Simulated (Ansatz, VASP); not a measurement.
One calculation of TiC, two programs

File INCAR:

```
SYSTEM = TiC
ALGO = Normal
EDIFF = 1E-8
ENCUT = 520
GGA = PS
ISIF = 2
ISMEAR = -1
LASPH = .True.
LCHARG = .False.
LEFG = .True.
LREAL = .False.
LWAVE = .False.
NBANDS = 15
NELM = 80
PREC = Accurate
SIGMA = 0.03
```

KPOINTS

```
k-points
0
Gamma
  16 16 16
  0 0 0
```

POSCAR

```
TiC
1.0
    0.0000000000      2.1924769499      2.1924769499
    2.1924769499      0.0000000000      2.1924769499
    2.1924769499      2.1924769499      0.0000000000
Ti C
1 1
Direct
    0.0000000000      0.0000000000      0.0000000000
    0.5000000000      0.5000000000      0.5000000000
```

Input for Ansatz:

```yaml
crystal:
  lattice:
    - [0.0, 2.1924769499, 2.1924769499]
    - [2.1924769499, 0.0, 2.1924769499]
    - [2.1924769499, 2.1924769499, 0.0]
  atoms:
    - { symbol: Ti, position: [0.0, 0.0, 0.0] }
    - { symbol: C, position: [0.5, 0.5, 0.5] }
kpoints:
  mp_grid: { grid: [16, 16, 16] }
scf:
  occupations: { method: fermi_dirac, width: 0.03 }
hamiltonian:
  xc: pbesol
  pseudopotentials: { kind: paw }
output:
  forces: true
  stress: true
  eigenvalues: true
  efg: { contact_densities: true }
```

Change from the starting cell: volume scaled by 1.04, PAW files.

Alike in both runs: task electric field gradients; functional PBEsol; k mesh 16 × 16 × 16; occupations fermi-dirac, width 0.03 eV; no spin polarisation.

```csv
,VASP,Ansatz
version,VASP 6.6.1,Ansatz 0.2.0
potentials or method,"VASP PAW PBE potentials, release 64 (Ti_sv, C)","PAW with Ansatz's default frozen-core files, scalar-relativistic"
plane-wave cutoff (eV),520,420
valence electrons in the cell,16,16
```

```csv
,VASP,Ansatz,Ansatz less VASP
pressure (GPa),-14.6,-14.9,-0.29
```

VASP's potentials were made for PBE, not for PBEsol.
